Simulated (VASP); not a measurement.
Set up this calculation in VASP 6.6.1, as the native input.

* Task: single point
* Functional: PBEsol
* Potentials or basis: VASP PAW PBE potentials, release 64 (Al, N)
* Cutoff: 520 eV
* k mesh: 6 × 4 × 6
* Occupations: fermi-dirac, width 0.05 eV
* Spin: no spin polarisation
* Dipole correction: no
* Further INCAR settings: ALGO = Normal; EDIFF = 1e-06; NBANDS = 16

The structure of AlN lies in POSCAR:

```
AlN
1.0
    2.1784270000     -2.1784270000      0.0000000000
    0.0000000000      0.0000000000      4.3568530000
   -2.1966870000     -2.1966870000      0.0000000000
Al N
2 2
Direct
    0.0000000000      0.0000000000      0.0000000000
    0.5000000000      0.5000000000      0.5000000000
    0.0000000000      0.2500000000      0.5000000000
    0.5000000000      0.7500000000      0.0000000000
```

The input as run:

INCAR

```
ALGO = Normal
EDIFF = 1E-6
ENCUT = 520
GGA = PS
GGA_COMPAT = False
ISIF = 2
ISMEAR = -1
LASPH = True
LCHARG = True
LELF = True
LREAL = False
LVHAR = True
LWAVE = False
NBANDS = 16
NELM = 120
PREC = Accurate
SIGMA = 0.05
```

KPOINTS

```
k-points
0
Gamma
  6 4 6
```

Potentials or basis: VASP PAW PBE potentials, release 64 (Al, N).

Run with:

```sh
$ cat potpaw_PBE.64/Al/POTCAR potpaw_PBE.64/N/POTCAR > POTCAR
$ mpirun -np 1 vasp_std > vasp.out
```

It gave:

```json
{
  "Pressure": "1.2 GPa",
  "Largest force": "0.078 eV/Å",
  "Band gap on the k mesh": "3.15 eV"
}
```

Caveat: the PAW data sets were made with another functional, which shifts forces and pressure a little.

Wall time 13 s on 1 thread of AMD EPYC 9R45 96-Core Processor (Zen 5), with other jobs on the host, peak memory 0.13 GiB.
